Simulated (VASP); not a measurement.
Write the native input for VASP 6.6.1 that does the following.

```yaml
Task: single point
Functional: PBE
Potentials_or_basis: VASP PAW PBE potentials, release 64 (Na_pv, Te, P)
Cutoff: 520 eV
k_mesh: 4 × 4 × 2
Occupations: gaussian, width 0.1 eV
Spin: no spin polarisation
Dipole_correction: no
Further_INCAR_settings: ALGO = Normal; EDIFF = 1e-06; NBANDS = 39
```

The structure of Na6TeP2 lies in POSCAR:

```
Na6TeP2
1.0
    4.4540204100      0.0000000000      0.0000000000
    0.0000000000      4.4540204100      0.0000000000
    0.0000000000      0.0000000000      9.3782457800
Na Te P
6 1 2
Direct
    0.0000000000      0.5000000000      0.3413856300
    0.5000000000      0.0000000000      0.3413856300
    0.0000000000      0.5000000000      0.6586143700
    0.5000000000      0.0000000000      0.6586143700
    0.5000000000      0.5000000000      0.5000000000
    0.0000000000      0.0000000000      0.5000000000
    0.0000000000      0.0000000000      0.0000000000
    0.5000000000      0.5000000000      0.2024494000
    0.5000000000      0.5000000000      0.7975506000
```

The cell was built from a structure type or drawn by symmetry, and may not be a known phase.

The input as run:

INCAR

```
SYSTEM = Na6TeP2
  PREC = Accurate
  ENCUT = 520
  EDIFF = 1E-6
  ISMEAR = 0
  SIGMA = 0.1
  LREAL = .FALSE.
  LASPH = .TRUE.
  NELM = 100
  ALGO = Normal
  ISIF = 2
  LWAVE = .FALSE.
  LCHARG = .FALSE.
  GGA = PE
  NBANDS = 39
```

KPOINTS

```
regular mesh
0
G
  4 4 2
  0 0 0
```

Potentials or basis: VASP PAW PBE potentials, release 64 (Na_pv, Te, P).

Launch:

```sh
$ cat potpaw_PBE.64/Na_pv/POTCAR potpaw_PBE.64/Te/POTCAR potpaw_PBE.64/P/POTCAR > POTCAR
$ mpirun -np 1 vasp_std > vasp.out
```

It gave:

```
Pressure               : 13.4 GPa
Largest force          : 1.843 eV/Å
Band gap on the k mesh : zero (bands 29 and 30 overlap by 1.12 eV)
```

Caveat: the cell stands under pressure; spin-orbit coupling is left out, which moves the levels of the heavy elements; forces of over 1 eV/Å act on the atoms, so gaps and moduli don't describe the material at rest.

Run time: 43 s on 1 thread of Intel(R) Xeon(R) 6975P-C (Granite Rapids) (shared host), peak memory 0.32 GiB.
